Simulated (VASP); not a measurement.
# CsH in VASP: a series of runs, part 2 of 2

VASP 6.6.1.

**3. Single point, r2SCAN**

This run uses another cell than the first one, of 32.44 Å³/atom.

Input file POSCAR:

```
CsH
1.0
    0.0000000000      3.1892665553      3.1892665553
    3.1892665553      0.0000000000      3.1892665553
    3.1892665553      3.1892665553      0.0000000000
Cs H
1 1
Direct
    0.0000000000      0.0000000000      0.0000000000
    0.5000000000      0.5000000000      0.5000000000
```

Input file INCAR.step1:

```
PREC = Accurate
ENCUT = 520
ISMEAR = 0
SIGMA = 0.01
LREAL = False
LASPH = True
NELM = 60
NBANDS = 12
GGA = PE
ALGO = Normal
EDIFF = 1E-4
LWAVE = True
LCHARG = False
```

Input file INCAR.step2:

```
PREC = Accurate
ENCUT = 520
EDIFF = 1E-7
ISMEAR = 0
SIGMA = 0.01
LREAL = False
LASPH = True
NELM = 60
ALGO = Normal
ISIF = 2
LWAVE = False
LCHARG = True
METAGGA = R2SCAN
LMIXTAU = True
LELF = True
LVHAR = True
NBANDS = 12
ISTART = 1
```

Input file KPOINTS:

```
Automatic mesh
0
Gamma
  8 8 8
```

Potentials or basis: VASP PAW PBE potentials, release 64 (Cs_sv, H).

On the command line:

```bash
$ cat potpaw_PBE.64/Cs_sv/POTCAR potpaw_PBE.64/H/POTCAR > POTCAR
$ cp INCAR.step1 INCAR
$ mpirun -np 1 vasp_std > vasp.out
$ cp INCAR.step2 INCAR
$ mpirun -np 1 vasp_std > vasp.out
```

OUTCAR:

```text
PREC = Accurate
   ENCUT = 520
   EDIFF = 1E-7
   ISMEAR = 0
   LREAL = False
   LASPH = True
   NELM = 60
   ISIF = 2
   METAGGA = R2SCAN
   ISTART = 1

 ion  position               nearest neighbor table
   1  0.000  0.000  0.000-
   2  0.500  0.500  0.500-

  LATTYP: Found a face centered cubic cell.
 ALAT       =     6.3785331106

  Lattice vectors:

 A1 = (   0.0000000000,   3.1892665553,   3.1892665553)
[... 543 lines left out ...]
     12       9.8004      0.00000

 [... further k-points ...]

------------------------ aborting loop because EDIFF is reached ----------------------------------------

  FORCE on cell =-STRESS in cart. coord.  units (eV):
  Direction    XX          YY          ZZ          XY          YZ          ZX
  --------------------------------------------------------------------------------------
  -------------------------------------------------------------------------------------
  Total        0.0121039      0.0121039      0.0121039      0.0000000      0.0000000      0.0000000
  in kB        0.2989046      0.2989046      0.2989046      0.0000000      0.0000000      0.0000000
  external PRESSURE =       0.2989046 kB  Pullay stress =       0.0000000 kB

 VOLUME and BASIS-vectors are now :
 -----------------------------------------------------------------------------
  energy-cutoff  :      520.00
  volume of cell :       64.88
      direct lattice vectors                 reciprocal lattice vectors
     0.000000000  3.189266555  3.189266555    -0.156775858  0.156775858  0.156775858
     3.189266555  0.000000000  3.189266555     0.156775858 -0.156775858  0.156775858
     3.189266555  3.189266555  0.000000000     0.156775858  0.156775858 -0.156775858

 POSITION                                       TOTAL-FORCE (eV/Angst)
 -----------------------------------------------------------------------------------
      0.00000      0.00000      0.00000        -0.000000      0.000000      0.000000
      3.18927      3.18927      3.18927         0.000000      0.000000     -0.000000
 -----------------------------------------------------------------------------------
    total drift:                               -0.000000      0.000000      0.000000

  FREE ENERGIE OF THE ION-ELECTRON SYSTEM (eV)
  ---------------------------------------------------
  free  energy   TOTEN  =       -28.9888160632 eV

  energy  without entropy=      -28.9888160632  energy(sigma->0) =      -28.98881606
```

OSZICAR.step1:

```text
N       E                     dE             d eps       ncg     rms          rms(c)
DAV:   1     0.431780851952E+02    0.43178E+02   -0.41617E+03   696   0.686E+02
DAV:   2    -0.184220768510E+01   -0.45020E+02   -0.42938E+02   872   0.111E+02
DAV:   3    -0.536118718968E+01   -0.35190E+01   -0.35140E+01   880   0.343E+01
DAV:   4    -0.539033737158E+01   -0.29150E-01   -0.29148E-01   780   0.357E+00
DAV:   5    -0.539045548953E+01   -0.11812E-03   -0.11812E-03   896   0.235E-01    0.379E+00
DAV:   6    -0.467098946108E+01    0.71947E+00   -0.55839E-01   804   0.287E+00    0.159E+00
DAV:   7    -0.452730711835E+01    0.14368E+00   -0.65398E-01   780   0.274E+00    0.681E-01
DAV:   8    -0.456008930431E+01   -0.32782E-01   -0.82426E-02   792   0.117E+00    0.472E-01
DAV:   9    -0.454934610183E+01    0.10743E-01   -0.19931E-02   796   0.600E-01    0.394E-02
DAV:  10    -0.454966663419E+01   -0.32053E-03   -0.30638E-03   764   0.211E-01    0.275E-02
DAV:  11    -0.454980521343E+01   -0.13858E-03   -0.35210E-04   772   0.860E-02    0.314E-02
DAV:  12    -0.454976916028E+01    0.36053E-04   -0.10842E-04   740   0.486E-02
   1 F= -.45497692E+01 E0= -.45497692E+01  d E =-.250115E-49
```

Wall time 46 s (1 thread of Intel Xeon 6975P-C (Granite Rapids), shared host); peak memory 0.22 GiB.

What came out:

| Property | Result |
| --- | --- |
| Free energy | -28.9888 eV |
| Pressure | 0.0 GPa |
| Band gap on the k mesh | 2.66 eV |

Levels at points of the mesh, in eV from the valence-band top:
| k point | band 1 | band 2 | band 3 | band 4 | band 5 | band 6 | band 7 | band 8 | band 9 | band 10 |
| --- | --- | --- | --- | --- | --- | --- | --- | --- | --- | --- |
| (0.00, 0.00, 0.00) | -22.07 | -8.16 | -8.16 | -8.16 | -1.65 | 5.69 | 5.69 | 5.69 | 6.33 | 7.60 |
| (0.50, 0.00, 0.00) | -21.99 | -8.99 | -8.25 | -8.25 | 0.00 | 2.66 | 5.25 | 5.25 | 7.78 | 8.87 |
| (0.50, 0.50, 0.00) | -21.97 | -8.86 | -8.43 | -8.43 | -1.15 | 3.50 | 6.07 | 8.63 | 8.98 | 8.98 |

Caveat: the structure was generated, so it needn't be the stable form of CsH; the PAW data sets were made with another functional, which shifts forces and pressure a little; spin-orbit coupling is left out, which moves the levels of the heavy elements. A k mesh can miss the band edges.

**4. Single point, r2SCAN (epitaxial xy strain -1.5%)**

Input file POSCAR:

```
CsH
1.0
    0.0000000000      3.1414275570      3.1977327205
    3.1414275570      0.0000000000      3.1977327205
    3.1414275570      3.1414275570      0.0000000000
Cs H
1 1
Direct
    0.0000000000      0.0000000000      0.0000000000
    0.5000000000      0.5000000000      0.5000000000
```

Input file INCAR.step1:

```
SYSTEM = CsH
ALGO     = Normal         ! electronic algorithm
EDIFF    = 1E-4           ! SCF threshold, eV
ENCUT    = 520            ! plane-wave cutoff, eV
GGA      = PE             ! functional
ISMEAR   = 0              ! smearing method
LASPH    = .True.         ! aspherical terms in the spheres
LCHARG   = .False.        ! write CHGCAR
LREAL    = .False.        ! projectors in reciprocal space
LWAVE    = .True.         ! write WAVECAR
NBANDS   = 12             ! bands
NELM     = 100            ! most SCF steps
PREC     = Accurate       ! precision mode
SIGMA    = 0.01           ! smearing width, eV
```

Input file INCAR.step2:

```
SYSTEM = CsH
ALGO     = Normal         ! electronic algorithm
EDIFF    = 1E-6           ! SCF threshold, eV
ENCUT    = 520            ! plane-wave cutoff, eV
ISIF     = 2              ! what is computed and relaxed
ISMEAR   = 0              ! smearing method
ISTART   = 1            
LASPH    = .True.         ! aspherical terms in the spheres
LCHARG   = .False.        ! write CHGCAR
LMIXTAU  = .True.       
LREAL    = .False.        ! projectors in reciprocal space
LWAVE    = .False.        ! write WAVECAR
METAGGA  = R2SCAN         ! meta-GGA
NBANDS   = 12             ! bands
NELM     = 100            ! most SCF steps
PREC     = Accurate       ! precision mode
SIGMA    = 0.01           ! smearing width, eV
```

Input file KPOINTS:

```
k-points
0
Gamma
  8 8 8
  0 0 0
```

On the command line:

```bash
$ cat potpaw_PBE.64/Cs_sv/POTCAR potpaw_PBE.64/H/POTCAR > POTCAR
$ cp INCAR.step1 INCAR
$ mpirun -np 1 vasp_std > vasp.out
$ cp INCAR.step2 INCAR
$ mpirun -np 1 vasp_std > vasp.out
```

Wall time 70 s (1 thread of Intel Xeon 6975P-C (Granite Rapids), shared host); peak memory 0.23 GiB.

The run converged. Its results:

```
Free energy            : -28.9855 eV
Pressure               : 0.3 GPa
Band gap on the k mesh : 2.63 eV
```

Stress tensor (GPa, compression positive):
```
0.48 0.00 0.00
0.00 0.48 0.00
0.00 0.00 0.03
```

Levels at points of the mesh, in eV from the valence-band top:
```tsv
k point	band 1	band 2	band 3	band 4	band 5	band 6	band 7	band 8	band 9	band 10
(0.00, 0.00, 0.00)	-22.09	-8.16	-8.14	-8.14	-1.71	5.63	5.71	5.71	6.40	7.57
(0.50, 0.00, 0.00)	-22.00	-9.05	-8.26	-8.23	0.00	2.63	5.18	5.31	7.88	8.91
(0.50, 0.50, 0.00)	-21.97	-8.92	-8.41	-8.41	-1.23	3.48	6.08	8.77	9.16	9.16
(0.50, 0.00, 0.50)	-21.97	-8.90	-8.45	-8.44	-1.23	3.43	6.24	8.70	8.96	9.16
```

Caveat: the cell differs from its parent crystal (epitaxial xy strain -1.5%); the structure was generated, so it needn't be the stable form of CsH; the PAW data sets were made with another functional, which shifts forces and pressure a little; spin-orbit coupling is left out, which moves the levels of the heavy elements. A k mesh can miss the band edges.

**5. Single point, r2SCAN (uniaxial x strain +1.5%)**

Input file POSCAR:

```
CsH
1.0
    0.0000000000      3.1892665553      3.1892665553
    3.2371055537      0.0000000000      3.1892665553
    3.2371055537      3.1892665553      0.0000000000
Cs H
1 1
Direct
    0.0000000000      0.0000000000      0.0000000000
    0.5000000000      0.5000000000      0.5000000000
```

Input file INCAR.step1:

```
  PREC = Accurate
  ENCUT = 520
  ISMEAR = 0
  SIGMA = 0.01
  LREAL = False
  LASPH = True
  NELM = 80
  NBANDS = 12
  GGA = PE
  ALGO = Normal
  EDIFF = 1E-4
  LWAVE = True
  LCHARG = False
```

Input file INCAR.step2:

```
  PREC = Accurate
  ENCUT = 520
  EDIFF = 1E-7
  ISMEAR = 0
  SIGMA = 0.01
  LREAL = False
  LASPH = True
  NELM = 80
  ALGO = Normal
  ISIF = 2
  LWAVE = False
  LCHARG = False
  METAGGA = R2SCAN
  LMIXTAU = True
  NBANDS = 12
  ISTART = 1
```

Input file KPOINTS:

```
Automatic mesh
0
Gamma
  8 8 8
```

On the command line:

```bash
$ cat potpaw_PBE.64/Cs_sv/POTCAR potpaw_PBE.64/H/POTCAR > POTCAR
$ cp INCAR.step1 INCAR
$ mpirun -np 1 vasp_std > vasp.out
$ cp INCAR.step2 INCAR
$ mpirun -np 1 vasp_std > vasp.out
```

It took 76 s on 1 thread of Intel Xeon 6975P-C (Granite Rapids), shared host; peak memory 0.23 GiB.

It converged, with:

```
Free energy            : -28.9881 eV
Pressure               : -0.1 GPa
Band gap on the k mesh : 2.68 eV
```

Stress tensor (GPa, compression positive):
```
-0.32  0.00  0.00
 0.00  0.00  0.00
 0.00  0.00  0.00
```

Levels at points of the mesh, in eV from the valence-band top:
```
           k point  band 1  band 2  band 3  band 4  band 5  band 6  band 7  band 8  band 9  band 10
(0.00, 0.00, 0.00)  -22.07   -8.18   -8.16   -8.16   -1.62    5.64    5.71    5.71    6.26     7.51
(0.50, 0.00, 0.00)  -21.99   -8.97   -8.27   -8.24    0.00    2.68    5.21    5.31    7.73     8.78
(0.50, 0.50, 0.00)  -21.97   -8.84   -8.44   -8.43   -1.11    3.52    6.06    8.53    8.81     8.96
(0.00, 0.50, 0.50)  -21.97   -8.86   -8.41   -8.41   -1.10    3.56    5.92    8.57    8.97     8.97
```

Caveat: the cell differs from its parent crystal (uniaxial x strain +1.5%); the structure was generated, so it needn't be the stable form of CsH; the PAW data sets were made with another functional, which shifts forces and pressure a little; spin-orbit coupling is left out, which moves the levels of the heavy elements. A k mesh can miss the band edges.

**6. Single point, r2SCAN (shear xy strain -5.0%)**

Input file POSCAR:

```
CsH
1.0
   -0.0797316639      3.1892665553      3.1892665553
    3.1892665553     -0.0797316639      3.1892665553
    3.1095348914      3.1095348914      0.0000000000
Cs H
1 1
Direct
    0.0000000000      0.0000000000      0.0000000000
    0.5000000000      0.5000000000      0.5000000000
```

Input file INCAR.step1:

```
  ALGO = Normal
  EDIFF = 1E-4
  ENCUT = 520
  GGA = PE
  ISMEAR = 0
  LASPH = True
  LCHARG = False
  LREAL = False
  LWAVE = True
  NBANDS = 12
  NELM = 100
  PREC = Accurate
  SIGMA = 0.01
```

Input file INCAR.step2:

```
  ALGO = Normal
  EDIFF = 1E-7
  ENCUT = 520
  ISIF = 2
  ISMEAR = 0
  ISTART = 1
  LASPH = True
  LCHARG = False
  LMIXTAU = True
  LREAL = False
  LWAVE = False
  METAGGA = R2SCAN
  NBANDS = 12
  NELM = 100
  PREC = Accurate
  SIGMA = 0.01
```

Input file KPOINTS:

```
k-points
0
Gamma
  8 8 8
```

Potentials or basis: VASP PAW PBE potentials, release 64 (Cs_sv, H).

On the command line:

```bash
$ cat potpaw_PBE.64/Cs_sv/POTCAR potpaw_PBE.64/H/POTCAR > POTCAR
$ cp INCAR.step1 INCAR
$ mpirun -np 1 vasp_std > vasp.out
$ cp INCAR.step2 INCAR
$ mpirun -np 1 vasp_std > vasp.out
```

It took 1.9 min on 1 thread of Intel Xeon 6975P-C (Granite Rapids), shared host; peak memory 0.26 GiB.

Results (log left out):

```
Free energy            : -28.9864 eV
Pressure               : 0.0 GPa
Band gap on the k mesh : 2.65 eV (least direct gap 2.65 eV)
```

Stress tensor (GPa, compression positive):
```
0.03 0.23 0.00
0.23 0.03 0.00
0.00 0.00 0.01
```

Levels at points of the mesh, in eV from the valence-band top:
```
           k point  band 3  band 4  band 5  band 6  band 7  band 8
(0.00, 0.00, 0.00)   -8.18   -8.16   -1.66    5.45    5.61    5.91
(0.50, 0.00, 0.00)   -8.25   -8.25   -0.03    2.65    5.15    5.48
(0.50, 0.50, 0.00)   -8.48   -8.41   -1.16    3.49    6.06    8.63
(0.00, 0.00, 0.50)   -8.29   -8.28    0.00    2.65    5.02    5.33
(0.50, 0.00, 0.50)   -8.44   -8.44   -1.15    3.49    6.06    8.56
```

Caveat: the cell differs from its parent crystal (shear xy strain -5.0%); the structure was generated, so it needn't be the stable form of CsH; the PAW data sets were made with another functional, which shifts forces and pressure a little; spin-orbit coupling is left out, which moves the levels of the heavy elements. A k mesh can miss the band edges.

**7. Overview**

| cell | gap on the mesh (eV) | pressure (GPa) |
| --- | --- | --- |
| a = 4.465 Å, angles 60.0°, 2 atoms | 2.63 | 0.4 |
| a = 4.510 Å, angles 60.0°, 2 atoms | 2.66 | 0.0 |
| a = 4.483, b = 4.483, c = 4.443 Å, angles 60.3, 60.3, 59.4°, 2 atoms | 2.63 | 0.3 |
| a = 4.510, b = 4.544, c = 4.544 Å, angles 59.5, 60.2, 60.2°, 2 atoms | 2.68 | -0.1 |
| a = 4.511, b = 4.511, c = 4.398 Å, angles 60.8, 60.8, 61.7°, 2 atoms | 2.65 | 0.0 |

Alike in all rows: task single point; level r2SCAN; potentials or basis VASP PAW PBE potentials, release 64 (Cs_sv, H); no spin polarisation; k mesh 8 × 8 × 8; cutoff (eV) 520; smearing gaussian 0.01 eV.

Caveats: the structure was generated, so it needn't be the stable form of CsH; the PAW data sets were made with another functional, which shifts forces and pressure a little; spin-orbit coupling is left out, which moves the levels of the heavy elements.

Total energies depend on the potentials used, so only differences within one code and one set of settings carry meaning.
